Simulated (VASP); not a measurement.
The system is Hf2Pd2Se2Br2O3.

```
CELL_PARAMETERS angstrom
5.76069 0.00496 -0.00286
-0.52750 5.84664 0.03413
-1.48435 -0.92642 6.64586
ATOMIC_POSITIONS crystal
Hf 0.74540 0.39602 0.34989
Hf 0.28763 0.45322 0.59401
Pd 0.90854 0.13294 0.84849
Pd 0.25249 0.90323 0.35874
Se 0.63469 0.40355 0.93716
Se 0.62597 0.78174 0.53023
Br 0.85273 0.99089 0.15355
Br 0.22526 0.82084 0.86223
O 0.96040 0.28925 0.59026
O 0.43233 0.24524 0.40864
O 0.07457 0.58308 0.36682
```

Program: VASP 6.6.1. Alike in all runs: task single point; potentials or basis VASP PAW PBE potentials, release 64 (Hf_pv, Pd, Se, Br, O); no spin polarisation; cell as given; smearing fermi-dirac 0.05 eV.

Problem. Order these runs on this cell by their pressure, lowest first.
A. level PBE0; k mesh 2 × 2 × 2; cutoff (eV) 520; grid for exact exchange (PRECFOCK) Fast; share of exact exchange 0.25
B. level B3LYP; k mesh 2 × 2 × 2; cutoff (eV) 520; grid for exact exchange (PRECFOCK) Fast; share of exact exchange 0.2
C. level BLYP; k mesh 5 × 5 × 4; cutoff (eV) 600

Solution. A (-3.5 GPa), B (0.7 GPa), C (3.9 GPa).

Caveats: some runs use coarse meshes; the PAW data sets were made with another functional, which shifts forces and pressure a little; the cell stands under pressure (at least some runs).
